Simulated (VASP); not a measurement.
Write the native input for VASP 6.6.1 that does the following.

```yaml
Task: relaxation of cell and atoms
Functional: PBE
Potentials_or_basis: VASP PAW PBE potentials, release 64 (Ge_d)
Cutoff: 600 eV
k_mesh: 12 × 12 × 8
Occupations: gaussian, width 0.1 eV
Spin: no spin polarisation
Dipole_correction: no
Further_INCAR_settings: ALGO = Normal; EDIFF = 1e-06; IBRION = 2; EDIFFG = -0.01; NSW = 80; ISIF = 3
```

The structure of Ge lies in POSCAR:

```
Ge
1.0
    4.4310650604      0.0000000000      0.0000000000
   -2.2155325302      3.8374149081      0.0000000000
    0.0000000000      0.0000000000      5.3968279393
Ge
4
Direct
    0.0000000000      0.0000000000      0.2500000000
    0.0000000000      0.0000000000      0.7500000000
    0.3333333333      0.6666666667      0.2500000000
    0.6666666667      0.3333333333      0.7500000000
```

This isn't the form of Ge at room conditions, which is diamond.

These files were run (other wordings do the same):

INCAR

```
PREC     = Accurate       # precision mode
ENCUT    = 600            # plane-wave cutoff, eV
EDIFF    = 1E-6           # SCF threshold, eV
ISMEAR   = 0              # smearing method
SIGMA    = 0.1            # smearing width, eV
LREAL    = False          # projectors in reciprocal space
LASPH    = True           # aspherical terms in the spheres
NELM     = 60             # most SCF steps
ALGO     = Normal         # electronic algorithm
ISIF     = 3              # what is computed and relaxed
LWAVE    = False          # write WAVECAR
LCHARG   = False          # write CHGCAR
GGA      = PE             # functional
IBRION   = 2              # ionic algorithm
NSW      = 80             # ionic steps
EDIFFG   = -0.01          # ionic threshold
```

KPOINTS

```
Automatic mesh
0
Gamma
  12 12 8
```

Potentials or basis: VASP PAW PBE potentials, release 64 (Ge_d).

The run is started by

```console
$ cat potpaw_PBE.64/Ge_d/POTCAR > POTCAR
$ mpirun -np 1 vasp_std > vasp.out
```

Results of the run:

```json
{
  "Relaxed volume": "23.09 Å³/atom",
  "Relaxed cell": "a = 4.429 Å, b = 4.429 Å, c = 5.437 Å, α = 90.00°, β = 90.00°, γ = 120.00°",
  "Space group after relaxing (to 0.1 Å)": "P6_3/mmc (No. 194)",
  "Energy gained by relaxing": "0.3 meV/atom",
  "Ionic steps": "3",
  "Pressure after relaxing": "0.0 GPa",
  "Band gap on the k mesh": "zero (bands 28 and 29 overlap by 2.72 eV)"
}
```

Wall time 8.1 min on 1 thread of AMD EPYC 9R45 96-Core Processor (Zen 5), with other jobs on the host, peak memory 0.38 GiB.
